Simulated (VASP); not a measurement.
# Ba (Im-3m) in VASP: notebook

The runs below take Ba through single point, with r2SCAN.

All numbers are computed with VASP 6.6.1; they aren't measurements. Logs are shortened: lines on timing, memory, paths and dates and some standing lists are left out, and cuts for length are marked.

## (1) The cell of the first run

The structure is cubic, space group Im-3m (No. 229). The conventional cell has a = 5.070 Å, b = 5.070 Å, c = 5.070 Å, α = 90.00°, β = 90.00°, γ = 90.00°. Ba (site symmetry m-3m) has 14 Ba at 4.39 to 5.07 Å within 5.8 Å.

## (2) Single point, r2SCAN

POSCAR reads:

```
Ba
1.0
   -2.5348168927      2.5348168927      2.5348168927
    2.5348168927     -2.5348168927      2.5348168927
    2.5348168927      2.5348168927     -2.5348168927
Ba
1
Direct
    0.0000000000      0.0000000000      0.0000000000
```

INCAR.step1 reads:

```
SYSTEM = Ba
  PREC = Accurate
  ENCUT = 520
  ISMEAR = 0
  SIGMA = 0.1
  LREAL = .FALSE.
  LASPH = .TRUE.
  NELM = 100
  NBANDS = 11
  GGA = PE
  ALGO = Normal
  EDIFF = 1E-4
  LWAVE = .TRUE.
  LCHARG = .FALSE.
```

INCAR.step2 reads:

```
SYSTEM = Ba
  PREC = Accurate
  ENCUT = 520
  EDIFF = 1E-7
  ISMEAR = 0
  SIGMA = 0.1
  LREAL = .FALSE.
  LASPH = .TRUE.
  NELM = 100
  ALGO = Normal
  ISIF = 2
  LWAVE = .FALSE.
  LCHARG = .FALSE.
  METAGGA = R2SCAN
  LMIXTAU = .TRUE.
  NBANDS = 11
  ISTART = 1
```

KPOINTS reads:

```
regular mesh
0
G
  16 16 16
  0 0 0
```

Potentials or basis: VASP PAW PBE potentials, release 64 (Ba_sv).

The run is started by

```sh
> cat potpaw_PBE.64/Ba_sv/POTCAR > POTCAR
> cp INCAR.step1 INCAR
> mpirun -np 1 vasp_std > vasp.out
> cp INCAR.step2 INCAR
> mpirun -np 1 vasp_std > vasp.out
```

OUTCAR:

```text
SYSTEM = Ba
   PREC = Accurate
   ENCUT = 520
   EDIFF = 1E-7
   ISMEAR = 0
   LREAL = .FALSE.
   LASPH = .TRUE.
   NELM = 100
   ISIF = 2
   METAGGA = R2SCAN
   ISTART = 1

 ion  position               nearest neighbor table
   1  0.000  0.000  0.000-

  LATTYP: Found a body centered cubic cell.
 ALAT       =     5.0696337854

  Lattice vectors:

 A1 = (  -2.5348168927,   2.5348168927,   2.5348168927)
 A2 = (   2.5348168927,  -2.5348168927,   2.5348168927)
 A3 = (   2.5348168927,   2.5348168927,  -2.5348168927)

Analysis of symmetry for initial positions (statically):
=====================================================================
 Subroutine PRICEL returns:
 Original cell was already a primitive cell.

 Routine SETGRP: Setting up the symmetry group for a
 body centered cubic supercell.

 Subroutine GETGRP returns: Found 48 space group operations
 (whereof 48 operations were pure point group operations)
 out of a pool of 48 trial point group operations.

The static configuration has the point symmetry O_h .

Analysis of symmetry for dynamics (positions and initial velocities):
=====================================================================
 Subroutine PRICEL returns:
 Original cell was already a primitive cell.

 Routine SETGRP: Setting up the symmetry group for a
 body centered cubic supercell.

 Subroutine GETGRP returns: Found 48 space group operations
 (whereof 48 operations were pure point group operations)
 out of a pool of 48 trial point group operations.

The dynamic configuration has the point symmetry O_h .

 Subroutine INISYM returns: Found 48 space group operations
 (whereof 48 operations are pure point group operations),
 and found     1 'primitive' translations

----------------------------------------------------------------------------------------

                                     Primitive cell

  volume of cell :      65.1478

  direct lattice vectors                    reciprocal lattice vectors
    -2.534816893  2.534816893  2.534816893     0.000000000  0.197252907  0.197252907
     2.534816893 -2.534816893  2.534816893     0.197252907  0.000000000  0.197252907
     2.534816893  2.534816893 -2.534816893     0.197252907  0.197252907  0.000000000

  length of vectors
     4.390431646  4.390431646  4.390431646     0.278957736  0.278957736  0.278957736

  position of ions in fractional coordinates (direct lattice)
     0.000000000  0.000000000  0.000000000

  ion indices of the primitive-cell ions
   primitive index   ion index
                 1           1

----------------------------------------------------------------------------------------

 KPOINTS: regular mesh

Automatic generation of k-mesh.
 Grid dimensions read from file:
 generate k-points for:   16   16   16

 Generating k-lattice:

  Cartesian coordinates                     Fractional coordinates (reciprocal lattice)
     0.000000000  0.012328307  0.012328307     0.062500000  0.000000000  0.000000000
     0.012328307  0.000000000  0.012328307     0.000000000  0.062500000  0.000000000
     0.012328307  0.012328307  0.000000000     0.000000000  0.000000000  0.062500000

  Length of vectors
     0.017434858  0.017434858  0.017434858

  Shift w.r.t. Gamma in fractional coordinates (k-lattice)
     0.000000000  0.000000000  0.000000000

 Subroutine IBZKPT returns following result:
 ===========================================

 Found    145 irreducible k-points:

 Following reciprocal coordinates:
            Coordinates               Weight
  0.000000  0.000000  0.000000      1.000000
  0.062500  0.000000  0.000000     12.000000
  0.125000  0.000000  0.000000     12.000000
  0.187500  0.000000  0.000000     12.000000
  0.250000  0.000000  0.000000     12.000000
  0.312500  0.000000  0.000000     12.000000
[... 16 lines left out ...]
  0.187500  0.187500  0.000000     24.000000
  0.250000  0.187500  0.000000     48.000000
 [... further k-points ...]
   k-points           NKPTS =    145   k-points in BZ     NKDIM =    145   number of bands    NBANDS=     11
   number of dos      NEDOS =    301   number of ions     NIONS =      1
   total plane-waves  NPLWV =  46656
   dimension x,y,z NGX =    36 NGY =   36 NGZ =   36
   dimension x,y,z NGXF=    72 NGYF=   72 NGZF=   72
   ions per type =               1
   NGX,Y,Z   is equivalent  to a cutoff of  13.63, 13.63, 13.63 a.u.
   NGXF,Y,Z  is equivalent  to a cutoff of  27.26, 27.26, 27.26 a.u.
 SYSTEM =  Ba
   PREC   = accura    normal or accurate (medium, high low for compatibility)
   ISTART =      1    job   : 0-new  1-cont  2-samecut
   ICHARG =      0    charge: 1-file 2-atom 10-const
   ISPIN  =      1    spin polarized calculation?
   LNONCOLLINEAR =      F non collinear calculations
   LSORBIT =      F    spin-orbit coupling
   LASPH  =      T    aspherical Exc in radial PAW
   ENCUT  =  520.0 eV  38.22 Ry    6.18 a.u.   8.16  8.16  8.16*2*pi/ulx,y,z
   NELM   =    100;   NELMIN=  2; NELMDL=  0     # of ELM steps
   EDIFF  = 0.1E-06   stopping-criterion for ELM
   LREAL  =      F    real-space projection
   EDIFFG = 0.1E-05   stopping-criterion for IOM
   NSW    =      0    number of steps for IOM
   IBRION =     -1    ionic relax: 0-MD 1-quasi-New 2-CG
   NFREE  =      0    steps in history (QN), initial steepest desc. (CG)
   ISIF   =      2    stress and relaxation
   ISYM   =      2    0-nonsym 1-usesym 2-fastsym
   POTIM  = 0.5000    time-step for ionic-motion
   TEBEG  =    0.0;   TEEND  =   0.0 temperature during run
   PSTRESS=    0.0 pullay stress
   NELECT =      10.0000    total number of electrons
   NUPDOWN=      -1.0000    fix difference up-down
   EMIN   =  10.00;   EMAX   =-10.00  energy-range for DOS
   EFERMI =   0.00;   METHOD = LEGACY
   ISMEAR =     0;   SIGMA  =   0.10  broadening in eV -4-tet -1-fermi 0-gaus
   EFERMI_NEDOS =   21; number of points for ismear=-14 and -15
   IALGO  =     38    algorithm
   IMIX   =      4    mixing-type and parameters
     AMIX     =   0.40;   BMIX     =  1.00
     AMIX_MAG =   1.60;   BMIX_MAG =  1.00
  volume/ion in A,a.u.               =      65.15       439.64
  Fermi-wavevector in a.u.,A,eV,Ry     =   0.876546  1.656433 10.453813  0.768334
  Thomas-Fermi vector in A             =   1.996371
   LORBIT       =      0    0 simple, 1 ext, 2 COOP (PROOUT), +10 PAW based schemes
   METAGGA = R2SCAN    functional components
   LHFCALC =     F    Hartree Fock is set to
   AEXX    =    0.0000 exact exchange contribution
   IVDW    =     0    specifies the selected vdW correction
   LEPSILON=     F    determine dielectric tensor
   LRPA    =     F    only Hartree local field effects (RPA)
 non-spin polarized calculation
 Gauss-broadening in eV      SIGMA  =   0.10
  energy-cutoff  :      520.00
  volume of cell :       65.15
 maximum number of plane-waves:      1779
 NGX is ok and might be reduce to    36
   NGX = 17   NGY = 17   NGZ = 17

 number of electron      10.0000000 magnetization

 Free energy of the ion-electron system (eV)
  ---------------------------------------------------
  ext. energy  EPLUGINS =         0.00000000
  ---------------------------------------------------
  free energy    TOTEN  =       -26.43637664 eV

  energy without entropy =      -26.43070171  energy(sigma->0) =      -26.43353917

 E-fermi :   1.6084     XC(G=0):  -7.7169

 val. band max:        1.5972257663   @ k =  -0.3750   0.3750   0.3125
 cond. band min:       1.6096126927   @ k =   0.3125   0.1875   0.1250
 fundamental gap:      0.0123869264
 Fermi energy:         1.6083572807

 k-point     1 :       0.0000    0.0000    0.0000
  band No.  band energies     occupation
      1     -28.3582      2.00000
      2     -12.9069      2.00000
      3     -12.9069      2.00000
      4     -12.9069      2.00000
      5      -1.2532      2.00000
      6       3.7147      0.00000
      7       3.7147      0.00000
      8       3.7147      0.00000
      9       5.0266      0.00000
     10       5.0266      0.00000
     11       8.8066      0.00000

 k-point     2 :       0.0625    0.0000    0.0000
  band No.  band energies     occupation
      1     -28.3567      2.00000
      2     -12.9243      2.00000
      3     -12.9121      2.00000
      4     -12.9071      2.00000
      5      -1.1787      2.00000
      6       3.6478      0.00000
      7       3.6779      0.00000
      8       3.7884      0.00000
      9       4.9125      0.00000
     10       5.0200      0.00000
     11       8.8954      0.00000

 k-point     3 :       0.1250    0.0000    0.0000
  band No.  band energies     occupation
      1     -28.3523      2.00000
      2     -12.9734      2.00000
      3     -12.9268      2.00000
      4     -12.9075      2.00000
      5      -0.9627      2.00000
      6       3.4725      0.00000
      7       3.5222      0.00000
      8       4.0075      0.00000
      9       4.7385      0.00000
     10       5.0112      0.00000
     11       9.1167      0.00000

 k-point     4 :       0.1875    0.0000    0.0000
  band No.  band energies     occupation
      1     -28.3458      2.00000
      2     -13.0453      2.00000
      3     -12.9487      2.00000
      4     -12.9082      2.00000
      5      -0.6281      2.00000
      6       3.2207      0.00000
      7       3.2419      0.00000
      8       4.3655      0.00000
      9       4.7124      0.00000
     10       5.0245      0.00000
     11       9.2919      0.00000

 k-point     5 :       0.2500    0.0000    0.0000
  band No.  band energies     occupation
      1     -28.3381      2.00000
      2     -13.1280      2.00000
      3     -12.9743      2.00000
      4     -12.9090      2.00000
      5      -0.2168      2.00000
      6       2.8857      0.00000
      7       3.0055      0.00000
      8       4.8183      0.00000
      9       4.8505      0.00000
     10       5.0827      0.00000
     11       9.1070      0.00000
[... 211 lines left out ...]
 k-point    21 :       0.3750    0.1250    0.0000
  band No.  band energies     occupation
      1     -28.3178      2.00000
      2     -13.3007      2.00000
      3     -13.0552      2.00000
      4     -12.9328      2.00000
      5       0.9290      2.00000
      6       2.4424      0.00000
      7       2.5621      0.00000
      8       4.9192      0.00000
      9       5.6105      0.00000
     10       6.8645      0.00000
     11       7.9855      0.00000

 k-point    22 :       0.4375    0.1250    0.0000
  band No.  band energies     occupation
      1     -28.3163      2.00000
      2     -13.3128      2.00000
      3     -13.0617      2.00000
      4     -12.9332      2.00000
      5       0.9801      2.00000
      6       2.4750      0.00000
      7       2.5572      0.00000
      8       4.9098      0.00000
      9       5.6664      0.00000
     10       7.1689      0.00000
     11       7.8333      0.00000

 k-point    23 :       0.1875    0.1875    0.0000
  band No.  band energies     occupation
      1     -28.3285      2.00000
      2     -13.1991      2.00000
      3     -13.0075      2.00000
      4     -12.9379      2.00000
      5       0.3769      2.00000
      6       2.4795      0.00000
      7       2.7946      0.00000
      8       4.6244      0.00000
      9       5.5130      0.00000
     10       5.6223      0.00000
     11       8.8026      0.00000

 k-point    24 :       0.2500    0.1875    0.0000
  band No.  band energies     occupation
      1     -28.3224      2.00000
      2     -13.2416      2.00000
      3     -13.0427      2.00000
      4     -12.9436      2.00000
      5       0.7840      2.00000
      6       2.2868      0.00000
      7       2.6725      0.00000
      8       4.7540      0.00000
      9       5.5529      0.00000
     10       6.2150      0.00000
     11       8.3724      0.00000

 [... further k-points ...]

------------------------ aborting loop because EDIFF is reached ----------------------------------------

  FORCE on cell =-STRESS in cart. coord.  units (eV):
  Direction    XX          YY          ZZ          XY          YZ          ZX
  --------------------------------------------------------------------------------------
  -------------------------------------------------------------------------------------
  Total        0.0190516      0.0190516      0.0190516     -0.0000000     -0.0000000     -0.0000000
  in kB        0.4685348      0.4685348      0.4685348     -0.0000000     -0.0000000     -0.0000000
  external PRESSURE =       0.4685348 kB  Pullay stress =       0.0000000 kB

 VOLUME and BASIS-vectors are now :
 -----------------------------------------------------------------------------
  energy-cutoff  :      520.00
  volume of cell :       65.15
      direct lattice vectors                 reciprocal lattice vectors
    -2.534816893  2.534816893  2.534816893     0.000000000  0.197252907  0.197252907
     2.534816893 -2.534816893  2.534816893     0.197252907  0.000000000  0.197252907
     2.534816893  2.534816893 -2.534816893     0.197252907  0.197252907  0.000000000

 POSITION                                       TOTAL-FORCE (eV/Angst)
 -----------------------------------------------------------------------------------
      0.00000      0.00000      0.00000         0.000000     -0.000000      0.000000
 -----------------------------------------------------------------------------------
    total drift:                               -0.000000      0.000000      0.000000

  FREE ENERGIE OF THE ION-ELECTRON SYSTEM (eV)
  ---------------------------------------------------
  free  energy   TOTEN  =       -26.4363766373 eV

  energy  without entropy=      -26.4307017101  energy(sigma->0) =      -26.43353917
```

Wall time 5.8 min (1 thread of Intel Xeon Platinum 8259CL at 2.50GHz (Skylake/Cascade Lake), shared host); peak memory 0.28 GiB.

What came out:

```yaml
Free_energy: -26.4364 eV
Pressure: 0.0 GPa
Band_gap_on_the_k_mesh: zero (bands 5 and 6 overlap by 1.11 eV)
```

Caveat: the PAW data sets were made with another functional, which shifts forces and pressure a little; spin-orbit coupling is left out, which moves the levels of the heavy elements.

## (3) Single point, r2SCAN

This run uses another cell than the first one, of 65.74 Å³/atom.

POSCAR reads:

```
Ba
1.0
   -2.5424107119      2.5424107119      2.5424107119
    2.5424107119     -2.5424107119      2.5424107119
    2.5424107119      2.5424107119     -2.5424107119
Ba
1
Direct
    0.0000000000      0.0000000000      0.0000000000
```

INCAR.step1 reads:

```
SYSTEM = Ba
PREC     = Accurate       ! precision mode
ENCUT    = 520            ! plane-wave cutoff, eV
ISMEAR   = -1             ! smearing method
SIGMA    = 0.15           ! smearing width, eV
LREAL    = .FALSE.        ! projectors in reciprocal space
LASPH    = .TRUE.         ! aspherical terms in the spheres
NELM     = 80             ! most SCF steps
NBANDS   = 11             ! bands
GGA      = PE             ! functional
ALGO     = Normal         ! electronic algorithm
EDIFF    = 1E-4           ! SCF threshold, eV
LWAVE    = .TRUE.         ! write WAVECAR
LCHARG   = .FALSE.        ! write CHGCAR
```

INCAR.step2 reads:

```
SYSTEM = Ba
PREC     = Accurate       ! precision mode
ENCUT    = 520            ! plane-wave cutoff, eV
EDIFF    = 1E-7           ! SCF threshold, eV
ISMEAR   = -1             ! smearing method
SIGMA    = 0.15           ! smearing width, eV
LREAL    = .FALSE.        ! projectors in reciprocal space
LASPH    = .TRUE.         ! aspherical terms in the spheres
NELM     = 80             ! most SCF steps
ALGO     = Normal         ! electronic algorithm
ISIF     = 2              ! what is computed and relaxed
LWAVE    = .FALSE.        ! write WAVECAR
LCHARG   = .FALSE.        ! write CHGCAR
METAGGA  = R2SCAN         ! meta-GGA
LMIXTAU  = .TRUE.       
NBANDS   = 11             ! bands
ISTART   = 1
```

KPOINTS is that of step 2.

Potentials or basis: VASP PAW PBE potentials, release 64 (Ba_sv).

The run is started by

```sh
> cat potpaw_PBE.64/Ba_sv/POTCAR > POTCAR
> cp INCAR.step1 INCAR
> mpirun -np 1 vasp_std > vasp.out
> cp INCAR.step2 INCAR
> mpirun -np 1 vasp_std > vasp.out
```

Wall time 5.5 min (1 thread of Intel Xeon Platinum 8259CL at 2.50GHz (Skylake/Cascade Lake), shared host); peak memory 0.28 GiB.

It converged, with:

```
Free energy            : -26.4817 eV
Pressure               : 0.0 GPa
Band gap on the k mesh : zero (bands 5 and 6 overlap by 1.09 eV)
```

Levels at points of the mesh, in eV from the Fermi level:
```csv
k point,band 3,band 4,band 5,band 6,band 7,band 8
"(0.00, 0.00, 0.00)",-14.56,-14.56,-2.88,2.07,2.07,2.07
"(0.50, 0.00, 0.00)",-14.69,-14.56,-0.87,0.87,1.06,3.40
"(0.50, 0.50, 0.50)",-14.84,-14.84,-0.58,-0.58,4.47,4.47
```

Caveat: the PAW data sets were made with another functional, which shifts forces and pressure a little; spin-orbit coupling is left out, which moves the levels of the heavy elements.
